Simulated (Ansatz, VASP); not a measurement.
## One calculation of Ru, two programs

The input POSCAR:

```
Ru
1.0
    2.7021037961      0.0000000000      0.0000000000
   -1.3510518980      2.3400905311      0.0000000000
    0.0000000000      0.0000000000      4.2667117771
Ru
2
Direct
    0.3333333333      0.6666666667      0.7500000000
    0.6666666667      0.3333333333      0.2500000000
```

INCAR.step1

```
SYSTEM = Ru
PREC = Accurate
ENCUT = 520
ISMEAR = 0
SIGMA = 0.05
LREAL = .False.
LASPH = .True.
NELM = 100
NBANDS = 21
GGA = PE
ALGO = Normal
EDIFF = 1E-4
LWAVE = .True.
LCHARG = .False.
```

File INCAR.step2:

```
SYSTEM = Ru
PREC = Accurate
ENCUT = 520
EDIFF = 1E-6
ISMEAR = 0
SIGMA = 0.05
LREAL = .False.
LASPH = .True.
NELM = 100
ALGO = Normal
ISIF = 2
LWAVE = .False.
LCHARG = .False.
METAGGA = R2SCAN
LMIXTAU = .True.
NBANDS = 21
ISTART = 1
```

KPOINTS

```
regular mesh
0
Gamma
  18 18 10
  0 0 0
```

Input for Ansatz:

```yaml
crystal:
  lattice:
    - [2.7021037962, 0.0, 0.0]
    - [-1.3510518981, 2.3400905311, 0.0]
    - [0.0, 0.0, 4.2667117773]
  atoms:
    - { symbol: Ru, position: [0.3333333333, 0.6666666667, 0.75] }
    - { symbol: Ru, position: [0.6666666667, 0.3333333333, 0.25] }
basis:
  ecutwfc: 500
  ecutrho_ratio: 4
kpoints:
  mp_grid: { grid: [18, 18, 10] }
  band_path:
    path:
      - [[0.0, 0.0, 0.0], [0.5, 0.0, 0.0], [0.33333333, 0.33333333, 0.0], [0.0, 0.0, 0.0], [0.0, 0.0, 0.5], [0.5, 0.0, 0.5], [0.33333333, 0.33333333, 0.5], [0.0, 0.0, 0.5]]
      - [[0.5, 0.0, 0.5], [0.5, 0.0, 0.0]]
      - [[0.33333333, 0.33333333, 0.5], [0.33333333, 0.33333333, 0.0]]
    npoints: 14
hamiltonian:
  xc: r2scan
scf:
  occupations: { method: gaussian, width: 0.05 }
output:
  forces: true
  stress: true
  eigenvalues: true
  populations: true
  dos: { projected: true, de: 0.02, nscf_kmesh: { grid: [27, 27, 15] } }
  bader: true
```

Alike in both runs: task single point; functional r2SCAN; k mesh 18 × 18 × 10; occupations gaussian, width 0.05 eV; no spin polarisation.

|  | VASP | Ansatz |
| --- | --- | --- |
| version | VASP 6.6.1 | Ansatz 0.2.0 |
| potentials or method | VASP PAW PBE potentials, release 64 (Ru_pv), cutoff 520 eV | scalar-relativistic, plane waves, PAW |
| valence electrons in the cell | 28 | 32 |

```csv
,VASP,Ansatz,Ansatz less VASP
pressure (GPa),1.5,0.0,-1.54
"traceless stress, the component that is largest in VASP (GPa)",0.11,0.00,-0.117
```

VASP's potentials were made for PBE, not for r2SCAN. With one functional, cell and mesh, what is left measures potentials, basis and numerics. VASP's potentials hold 28 valence electrons a cell and Ansatz's 32, so a difference there can come from the potentials and not from the codes.
